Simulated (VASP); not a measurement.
# P (Cmce) in VASP: further runs

Aim: see how the results for P move with the level of theory and the settings. Levels: PBE+D4, BLYP, SVWN5. Tasks: single point.

Program: VASP 6.6.1. These are calculated values, not measurements. Logs are shortened: lines on timing, memory, paths and dates and some standing lists are left out, and cuts for length are marked.

## 1. The cell of the first run

The structure is orthorhombic, space group Cmce (No. 64). The conventional cell has a = 3.228 Å, b = 10.707 Å, c = 4.451 Å, α = 90.00°, β = 90.00°, γ = 90.00°. P (site symmetry m) has 3 P at 2.16 to 2.20 Å within 2.9 Å.

## 2. Single point, PBE+D4

INCAR reads:

```
PREC = Accurate ; ENCUT = 500
EDIFF = 1E-6 ; ISMEAR = -1
SIGMA = 0.05 ; LREAL = False
LASPH = True ; NELM = 120
ALGO = Normal ; ISIF = 2
LWAVE = False ; LCHARG = True
GGA = PE ; IVDW = 13
LELF = True ; LVHAR = True
NBANDS = 18 ; GGA_COMPAT = False
```

KPOINTS reads:

```
Automatic mesh
0
Gamma
  8 8 6
```

POSCAR reads:

```
P
1.0
    1.6141062751     -5.3534750391      0.0000000000
    1.6141062751      5.3534750391      0.0000000000
    0.0000000000      0.0000000000      4.4508823070
P
4
Direct
    0.9041431300      0.0958568700      0.5888151700
    0.0958568700      0.9041431300      0.4111848300
    0.5958568700      0.4041431300      0.0888151700
    0.4041431300      0.5958568700      0.9111848300
```

Potentials or basis: VASP PAW PBE potentials, release 64 (P).

Launch:

```console
$ cat potpaw_PBE.64/P/POTCAR > POTCAR
$ mpirun -np 1 vasp_std > vasp.out
```

OUTCAR:

```text
PREC = Accurate
   ENCUT = 500
   EDIFF = 1E-6
   ISMEAR = -1
   LREAL = False
   LASPH = True
   NELM = 120
   ISIF = 2
   GGA = PE
   IVDW = 13

 ion  position               nearest neighbor table
   1  0.904  0.096  0.589-   4 2.16   4 2.16   2 2.20
   2  0.096  0.904  0.411-   3 2.16   3 2.16   1 2.20
   3  0.596  0.404  0.089-   2 2.16   2 2.16   4 2.20
   4  0.404  0.596  0.911-   1 2.16   1 2.16   3 2.20

  LATTYP: Found a base centered orthorhombic cell.
 ALAT       =     3.2282125502
 B/A-ratio  =     3.3166806435
 C/A-ratio  =     1.3787451222

  Lattice vectors:

 A1 = (   1.6141062751,  -5.3534750391,   0.0000000000)
 A2 = (   1.6141062751,   5.3534750391,   0.0000000000)
 A3 = (   0.0000000000,   0.0000000000,   4.4508823070)

Analysis of symmetry for initial positions (statically):
=====================================================================
 Subroutine PRICEL returns:
 Original cell was already a primitive cell.

 Routine SETGRP: Setting up the symmetry group for a
 base centered orthorhombic supercell.

 Subroutine GETGRP returns: Found  8 space group operations
 (whereof  4 operations were pure point group operations)
 out of a pool of  8 trial point group operations.

The static configuration has the point symmetry C_2h.
 The point group associated with its full space group is D_2h.

Analysis of symmetry for dynamics (positions and initial velocities):
=====================================================================
 Subroutine PRICEL returns:
 Original cell was already a primitive cell.

 Routine SETGRP: Setting up the symmetry group for a
 base centered orthorhombic supercell.

 Subroutine GETGRP returns: Found  8 space group operations
 (whereof  4 operations were pure point group operations)
 out of a pool of  8 trial point group operations.

The dynamic configuration has the point symmetry C_2h.
 The point group associated with its full space group is D_2h.

 Subroutine INISYM returns: Found  8 space group operations
 (whereof  4 operations are pure point group operations),
 and found     1 'primitive' translations

----------------------------------------------------------------------------------------

                                     Primitive cell

  volume of cell :      76.9208

  direct lattice vectors                    reciprocal lattice vectors
     1.614106275 -5.353475039  0.000000000     0.309768946 -0.093397279  0.000000000
     1.614106275  5.353475039  0.000000000     0.309768946  0.093397279  0.000000000
     0.000000000  0.000000000  4.450882307     0.000000000  0.000000000  0.224674555

  length of vectors
[... 90 lines left out ...]
   IBRION =     -1    ionic relax: 0-MD 1-quasi-New 2-CG
   NFREE  =      0    steps in history (QN), initial steepest desc. (CG)
   ISIF   =      2    stress and relaxation
   ISYM   =      2    0-nonsym 1-usesym 2-fastsym
   POTIM  = 0.5000    time-step for ionic-motion
   TEBEG  =    0.0;   TEEND  =   0.0 temperature during run
   PSTRESS=    0.0 pullay stress
   NELECT =      20.0000    total number of electrons
   NUPDOWN=      -1.0000    fix difference up-down
   EMIN   =  10.00;   EMAX   =-10.00  energy-range for DOS
   EFERMI =   0.00;   METHOD = LEGACY
   ISMEAR =    -1;   SIGMA  =   0.05  broadening in eV -4-tet -1-fermi 0-gaus
   EFERMI_NEDOS =   21; number of points for ismear=-14 and -15
   IALGO  =     38    algorithm
   IMIX   =      4    mixing-type and parameters
     AMIX     =   0.40;   BMIX     =  1.00
     AMIX_MAG =   1.60;   BMIX_MAG =  1.00
  volume/ion in A,a.u.               =      19.23       129.77
  Fermi-wavevector in a.u.,A,eV,Ry     =   1.044889  1.974554 14.854746  1.091793
  Thomas-Fermi vector in A             =   2.179661
   LORBIT       =      0    0 simple, 1 ext, 2 COOP (PROOUT), +10 PAW based schemes
   GGA     = PE    functional components
   LHFCALC =     F    Hartree Fock is set to
   AEXX    =    0.0000 exact exchange contribution
   IVDW    =    13    specifies the selected vdW correction
   LEPSILON=     F    determine dielectric tensor
   LRPA    =     F    only Hartree local field effects (RPA)
 non-spin polarized calculation
  energy-cutoff  :      500.00
  volume of cell :       76.92
 maximum number of plane-waves:      1974
 NGX is ok and might be reduce to    42
   NGX = 21   NGY = 21   NGZ = 17

 number of electron      19.9999998 magnetization

 Free energy of the ion-electron system (eV)
  ---------------------------------------------------
  ext. energy  EPLUGINS =         0.00000000
  ---------------------------------------------------
  free energy    TOTEN  =       -21.35951880 eV

  energy without entropy =      -21.35889463  energy(sigma->0) =      -21.35920672

 E-fermi :   6.5949     XC(G=0):  -9.6925

 val. band max:        6.5761740876   @ k =   0.5000   0.5000   0.0000
 cond. band min:       6.6004160951   @ k =   0.5000   0.5000   0.0000
 fundamental gap:      0.0242420075
 Fermi energy:         6.5949260664

 k-point     1 :       0.0000    0.0000    0.0000
  band No.  band energies     occupation
      1      -9.8087      2.00000
      2      -6.8597      2.00000
      3      -3.4282      2.00000
      4      -0.6149      2.00000
      5       1.3119      2.00000
      6       1.7760      2.00000
[... 481 lines left out ...]
      5      -0.0710      2.00000
      6       0.4357      2.00000
[... 10 lines left out ...]
     17      12.1835      0.00000
     18      13.4391      0.00000

 [... further k-points ...]

------------------------ aborting loop because EDIFF is reached ----------------------------------------

  DFT-D4 for vdW energy calculation

  Edisp (eV):   -1.53375

  FORCE on cell =-STRESS in cart. coord.  units (eV):
  Direction    XX          YY          ZZ          XY          YZ          ZX
  --------------------------------------------------------------------------------------
  -------------------------------------------------------------------------------------
  Total       2.59467     1.45015     1.83752     0.00000     0.00000     0.00000
  in kB      54.04412    30.20499    38.27357     0.00000     0.00000     0.00000
  external pressure =       40.84 kB  Pullay stress =        0.00 kB

 VOLUME and BASIS-vectors are now :
 -----------------------------------------------------------------------------
  energy-cutoff  :      500.00
  volume of cell :       76.92
      direct lattice vectors                 reciprocal lattice vectors
     1.614106275 -5.353475039  0.000000000     0.309768946 -0.093397279  0.000000000
     1.614106275  5.353475039  0.000000000     0.309768946  0.093397279  0.000000000
     0.000000000  0.000000000  4.450882307     0.000000000  0.000000000  0.224674555

 POSITION                                       TOTAL-FORCE (eV/Angst)
 -----------------------------------------------------------------------------------
      1.61411     -4.32714      2.62075         0.000000      0.589860     -0.636215
      1.61411      4.32714      1.83014         0.000000     -0.589860      0.636215
      1.61411     -1.02633      0.39531         0.000000     -0.589860     -0.636215
      1.61411      1.02633      4.05558         0.000000      0.589860      0.636215
 -----------------------------------------------------------------------------------
    total drift:                               -0.000000     -0.000000      0.000000

  FREE ENERGIE OF THE ION-ELECTRON SYSTEM (eV)
  ---------------------------------------------------
  free  energy   TOTEN  =       -22.8932682519 eV

  energy  without entropy=      -22.8926440811  energy(sigma->0) =      -22.89295617
```

Wall time 56 s (1 thread of Intel Xeon 6975P-C (Granite Rapids), shared host); peak memory 0.25 GiB.

What came out:

| Item | Value |
| --- | --- |
| Free energy | -22.8933 eV |
| Pressure | 4.1 GPa |
| Largest force | 0.868 eV/Å |
| Band gap on the k mesh | 0.02 eV |
| Dispersion energy per atom | -0.383 eV |

Forces on the atoms (eV/Å):
```
P    0.000  0.590 -0.636
P    0.000 -0.590  0.636
P    0.000 -0.590 -0.636
P    0.000  0.590  0.636
```

Stress tensor (GPa, compression positive):
```
5.40 0.00 0.00
0.00 3.02 0.00
0.00 0.00 3.83
```

Levels at points of the mesh, in eV from the valence-band top:
```csv
k point,band 7,band 8,band 9,band 10,band 11,band 12,band 13,band 14
"(0.00, 0.00, 0.00)",-4.27,-3.01,-2.67,-1.33,0.48,0.96,2.00,2.96
"(0.50, 0.00, 0.00)",-3.58,-3.58,-2.79,-2.79,0.62,0.62,1.38,1.38
"(0.50, 0.50, 0.00)",-4.37,-2.50,-1.71,0.00,0.02,0.75,2.29,2.84
"(0.00, 0.00, 0.50)",-3.43,-3.43,-1.73,-1.73,1.58,1.58,2.97,2.97
"(0.50, 0.00, 0.50)",-5.55,-5.55,-1.91,-1.91,1.60,1.60,3.53,3.53
"(0.50, 0.50, 0.50)",-2.92,-2.92,-2.02,-2.02,1.45,1.45,2.70,2.70
```

Caveat: the cell stands under pressure. A k mesh can miss the band edges.

## 3. Single point, BLYP

INCAR reads:

```
  PREC = Accurate
  ENCUT = 500
  EDIFF = 1E-6
  ISMEAR = -1
  SIGMA = 0.05
  LREAL = False
  LASPH = True
  NELM = 120
  ALGO = Normal
  ISIF = 2
  LWAVE = False
  LCHARG = False
  GGA = B5
  ALDAX = 1.0
  AGGAX = 1.0
  AGGAC = 1.0
  ALDAC = 0.0
  NBANDS = 18
  GGA_COMPAT = False
```

KPOINTS is that of step 2.

POSCAR is that of step 2.

Potentials or basis: VASP PAW PBE potentials, release 64 (P).

Launch:

```console
$ cat potpaw_PBE.64/P/POTCAR > POTCAR
$ mpirun -np 1 vasp_std > vasp.out
```

OUTCAR:

```text
PREC = Accurate
   ENCUT = 500
   EDIFF = 1E-6
   ISMEAR = -1
   LREAL = False
   LASPH = True
   NELM = 120
   ISIF = 2
   GGA = B5

 ion  position               nearest neighbor table
   1  0.904  0.096  0.589-   4 2.16   4 2.16   2 2.20
   2  0.096  0.904  0.411-   3 2.16   3 2.16   1 2.20
   3  0.596  0.404  0.089-   2 2.16   2 2.16   4 2.20
   4  0.404  0.596  0.911-   1 2.16   1 2.16   3 2.20

  LATTYP: Found a base centered orthorhombic cell.
 ALAT       =     3.2282125502
 B/A-ratio  =     3.3166806435
 C/A-ratio  =     1.3787451222

  Lattice vectors:

 A1 = (   1.6141062751,  -5.3534750391,   0.0000000000)
 A2 = (   1.6141062751,   5.3534750391,   0.0000000000)
 A3 = (   0.0000000000,   0.0000000000,   4.4508823070)

Analysis of symmetry for initial positions (statically):
=====================================================================
 Subroutine PRICEL returns:
 Original cell was already a primitive cell.

 Routine SETGRP: Setting up the symmetry group for a
 base centered orthorhombic supercell.

 Subroutine GETGRP returns: Found  8 space group operations
 (whereof  4 operations were pure point group operations)
 out of a pool of  8 trial point group operations.

The static configuration has the point symmetry C_2h.
 The point group associated with its full space group is D_2h.

Analysis of symmetry for dynamics (positions and initial velocities):
=====================================================================
 Subroutine PRICEL returns:
 Original cell was already a primitive cell.

 Routine SETGRP: Setting up the symmetry group for a
 base centered orthorhombic supercell.

 Subroutine GETGRP returns: Found  8 space group operations
[... 117 lines left out ...]
   TEBEG  =    0.0;   TEEND  =   0.0 temperature during run
   PSTRESS=    0.0 pullay stress
   NELECT =      20.0000    total number of electrons
   NUPDOWN=      -1.0000    fix difference up-down
   EMIN   =  10.00;   EMAX   =-10.00  energy-range for DOS
   EFERMI =   0.00;   METHOD = LEGACY
   ISMEAR =    -1;   SIGMA  =   0.05  broadening in eV -4-tet -1-fermi 0-gaus
   EFERMI_NEDOS =   21; number of points for ismear=-14 and -15
   IALGO  =     38    algorithm
   IMIX   =      4    mixing-type and parameters
     AMIX     =   0.40;   BMIX     =  1.00
     AMIX_MAG =   1.60;   BMIX_MAG =  1.00
  volume/ion in A,a.u.               =      19.23       129.77
  Fermi-wavevector in a.u.,A,eV,Ry     =   1.044889  1.974554 14.854746  1.091793
  Thomas-Fermi vector in A             =   2.179661
   LORBIT       =      0    0 simple, 1 ext, 2 COOP (PROOUT), +10 PAW based schemes
   GGA     = B5    functional components
   LHFCALC =     F    Hartree Fock is set to
   AEXX    =    0.0000 exact exchange contribution
   IVDW    =     0    specifies the selected vdW correction
   LEPSILON=     F    determine dielectric tensor
   LRPA    =     F    only Hartree local field effects (RPA)
 non-spin polarized calculation
  energy-cutoff  :      500.00
  volume of cell :       76.92
 maximum number of plane-waves:      1974
 NGX is ok and might be reduce to    42
   NGX = 21   NGY = 21   NGZ = 17

 number of electron      19.9999998 magnetization

 Free energy of the ion-electron system (eV)
  ---------------------------------------------------
  ext. energy  EPLUGINS =         0.00000000
  ---------------------------------------------------
  free energy    TOTEN  =       -18.31625116 eV

  energy without entropy =      -18.31586554  energy(sigma->0) =      -18.31605835

 E-fermi :   7.0445     XC(G=0):  -9.0737

 val. band max:        6.9886332397   @ k =   0.5000   0.5000   0.0000
 cond. band min:       7.0965877167   @ k =   0.5000   0.5000   0.0000
 fundamental gap:      0.1079544770
 Fermi energy:         7.0444705228

 k-point     1 :       0.0000    0.0000    0.0000
  band No.  band energies     occupation
      1      -9.3559      2.00000
      2      -6.4454      2.00000
      3      -3.0400      2.00000
      4      -0.1199      2.00000
      5       1.8297      2.00000
      6       2.1426      2.00000
[... 481 lines left out ...]
      5       0.4279      2.00000
      6       0.8937      2.00000
[... 10 lines left out ...]
     17      12.7172      0.00000
     18      13.9472      0.00000

 [... further k-points ...]
[... 5 lines left out ...]
  --------------------------------------------------------------------------------------
  -------------------------------------------------------------------------------------
  Total        6.7633012      4.9147934      5.7260028      0.0000000      0.0000000      0.0000000
  in kB      140.8721999    102.3697951    119.2664047      0.0000000      0.0000000      0.0000000
  external PRESSURE =     120.8361332 kB  Pullay stress =       0.0000000 kB

 VOLUME and BASIS-vectors are now :
 -----------------------------------------------------------------------------
  energy-cutoff  :      500.00
  volume of cell :       76.92
      direct lattice vectors                 reciprocal lattice vectors
     1.614106275 -5.353475039  0.000000000     0.309768946 -0.093397279  0.000000000
     1.614106275  5.353475039  0.000000000     0.309768946  0.093397279  0.000000000
     0.000000000  0.000000000  4.450882307     0.000000000  0.000000000  0.224674555

 POSITION                                       TOTAL-FORCE (eV/Angst)
 -----------------------------------------------------------------------------------
      1.61411     -4.32714      2.62075         0.000000      0.751909     -0.633781
      1.61411      4.32714      1.83014         0.000000     -0.751909      0.633781
      1.61411     -1.02633      0.39531         0.000000     -0.751909     -0.633781
      1.61411      1.02633      4.05558         0.000000      0.751909      0.633781
 -----------------------------------------------------------------------------------
    total drift:                               -0.000000     -0.000000      0.000000

  FREE ENERGIE OF THE ION-ELECTRON SYSTEM (eV)
  ---------------------------------------------------
  free  energy   TOTEN  =       -18.3162511592 eV

  energy  without entropy=      -18.3158655416  energy(sigma->0) =      -18.31605835
```

stdout:

```text
POSCAR found type information on POSCAR P
 POSCAR found :  1 types and       4 ions
 scaLAPACK will be used
 -----------------------------------------------------------------------------
|                                                                             |
|                                                                             |
|     You enforced a specific xc type in the INCAR file but a different       |
|     I HOPE YOU KNOW WHAT YOU ARE DOING!                                     |
|                                                                             |
 -----------------------------------------------------------------------------

 LDA part: xc-table for (Slater(with rela. corr.)+VWN5), standard interpolation
 POSCAR, INCAR and KPOINTS ok, starting setup
 FFT: planning ... GRIDC
 FFT: planning ... GRID_SOFT
 FFT: planning ... GRID
 WAVECAR not read
 entering main loop
```

Wall time 55 s (1 thread of Intel Xeon 6975P-C (Granite Rapids), shared host); peak memory 0.25 GiB.

Results:

```yaml
Free_energy: -18.3163 eV
Pressure: 12.1 GPa
Largest_force: 0.983 eV/Å
Band_gap_on_the_k_mesh: 0.11 eV
```

Forces in eV/Å, atoms in the order of the input:
```
P    0.000  0.752 -0.634
P    0.000 -0.752  0.634
P    0.000 -0.752 -0.634
P    0.000  0.752  0.634
```

Levels at points of the mesh, in eV from the valence-band top:
```tsv
k point	band 8	band 9	band 10	band 11	band 12	band 13
(0.00, 0.00, 0.00)	-2.99	-2.73	-1.33	0.58	1.15	2.10
(0.50, 0.00, 0.00)	-3.54	-2.73	-2.73	0.73	0.73	1.47
(0.50, 0.50, 0.00)	-2.56	-1.71	0.00	0.11	0.91	2.37
(0.00, 0.00, 0.50)	-3.46	-1.73	-1.73	1.67	1.67	2.99
(0.50, 0.00, 0.50)	-5.48	-1.91	-1.91	1.72	1.72	3.57
(0.50, 0.50, 0.50)	-2.92	-2.02	-2.02	1.56	1.56	2.75
```

Caveat: the cell stands under pressure; the PAW data sets were made with another functional, which shifts forces and pressure a little. A k mesh can miss the band edges.

## 4. Single point, SVWN5

INCAR reads:

```
  ALGO = Normal
  EDIFF = 1E-6
  ENCUT = 500
  GGA = VW
  GGA_COMPAT = F
  ISIF = 2
  ISMEAR = -1
  LASPH = T
  LCHARG = F
  LREAL = F
  LWAVE = F
  NBANDS = 18
  NELM = 120
  PREC = Accurate
  SIGMA = 0.05
```

KPOINTS reads:

```
k-points
0
Gamma
  8 8 6
```

POSCAR is that of step 3.

Launch:

```console
$ cat potpaw_PBE.64/P/POTCAR > POTCAR
$ mpirun -np 1 vasp_std > vasp.out
```

Run time: 46 s. Hardware: 1 thread of Intel Xeon 6975P-C (Granite Rapids), shared host; peak memory 0.22 GiB.

Results (log left out):

```
Free energy            : -23.9589 eV
Pressure               : 3.2 GPa
Largest force          : 0.771 eV/Å
Band gap on the k mesh : 0.08 eV
```

Forces in eV/Å, atoms in the order of the input:
```
P    0.000  0.518 -0.571
P    0.000 -0.518  0.571
P    0.000 -0.518 -0.571
P    0.000  0.518  0.571
```

Stress tensor (GPa, compression positive):
```
4.09 0.00 0.00
0.00 2.61 0.00
0.00 0.00 3.04
```

Levels at points of the mesh, in eV from the valence-band top:
| k point | band 8 | band 9 | band 10 | band 11 | band 12 | band 13 |
| --- | --- | --- | --- | --- | --- | --- |
| (0.00, 0.00, 0.00) | -3.00 | -2.61 | -1.27 | 0.49 | 0.98 | 2.01 |
| (0.50, 0.00, 0.00) | -3.51 | -2.72 | -2.72 | 0.61 | 0.61 | 1.36 |
| (0.50, 0.50, 0.00) | -2.43 | -1.66 | 0.00 | 0.08 | 0.78 | 2.30 |
| (0.00, 0.00, 0.50) | -3.36 | -1.66 | -1.66 | 1.59 | 1.59 | 3.01 |
| (0.50, 0.00, 0.50) | -5.50 | -1.84 | -1.84 | 1.60 | 1.60 | 3.56 |
| (0.50, 0.50, 0.50) | -2.85 | -1.97 | -1.97 | 1.45 | 1.45 | 2.67 |

Caveat: the cell stands under pressure; the PAW data sets were made with another functional, which shifts forces and pressure a little.

(Part 1 of 2 ends here.)
